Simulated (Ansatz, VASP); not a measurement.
# TaN: VASP beside Ansatz

Contents of INCAR:

```
SYSTEM = TaN
PREC = Accurate ; ENCUT = 520
EDIFF = 1E-8 ; ISMEAR = -1
SIGMA = 0.02 ; LREAL = .False.
LASPH = .True. ; NELM = 80
ALGO = Normal ; ISIF = 2
LWAVE = .False. ; LCHARG = .False.
GGA = PS ; LEFG = .True.
NBANDS = 15
```

KPOINTS

```
regular mesh
0
Gamma
  12 12 10
  0 0 0
```

Contents of POSCAR:

```
TaN
1.0
    2.9182801511      0.0000000000      0.0000000000
   -1.4591400756      2.5273047463      0.0000000000
    0.0000000000      0.0000000000      2.8636504237
Ta N
1 1
Direct
    0.3333333333      0.6666666667      0.5000000000
    0.0000000000      0.0000000000      0.0000000000
```

Input for Ansatz:

```yaml
crystal:
  lattice:
    - [2.9182801511, 0.0, 0.0]
    - [-1.4591400756, 2.5273047463, 0.0]
    - [0.0, 0.0, 2.8636504237]
  atoms:
    - { symbol: Ta, position: [0.3333333333, 0.6666666667, 0.5] }
    - { symbol: "N", position: [0.0, 0.0, 0.0] }
kpoints:
  mp_grid: { grid: [12, 12, 10] }
scf:
  occupations: { method: fermi_dirac, width: 0.02 }
hamiltonian:
  xc: pbesol
  pseudopotentials: { kind: all_electron, datasets: crystal }
output:
  forces: true
  stress: true
  eigenvalues: true
  efg: { contact_densities: true }
```

Change from the starting cell: volume scaled by 0.98, crystal datasets.

Alike in both runs: task electric field gradients; functional PBEsol; k mesh 12 × 12 × 10; occupations fermi-dirac, width 0.02 eV; no spin polarisation.

|  | VASP | Ansatz |
| --- | --- | --- |
| version | VASP 6.6.1 | Ansatz 0.2.0 |
| potentials or method | VASP PAW PBE potentials, release 64 (Ta_pv, N), cutoff 520 eV | all-electron PAW with datasets made for the crystal, scalar-relativistic |

Ansatz gave:

```
pressure (GPa)                                                : 2.4
traceless stress, the component that is largest in VASP (GPa) : 0.36
size of Vzz on the site where it differs most (V/Å²)          : 55.6
```

Question: What did VASP give for the same quantities?

Answer: Pressure (GPa): 3.2; traceless stress, the component that is largest in VASP (GPa): 0.51; size of Vzz on the site where it differs most (V/Å²): 16.7.

VASP's potentials were made for PBE, not for PBEsol. Ansatz ran all-electron here, and VASP with PAW potentials.

Neither program's run includes spin-orbit coupling.
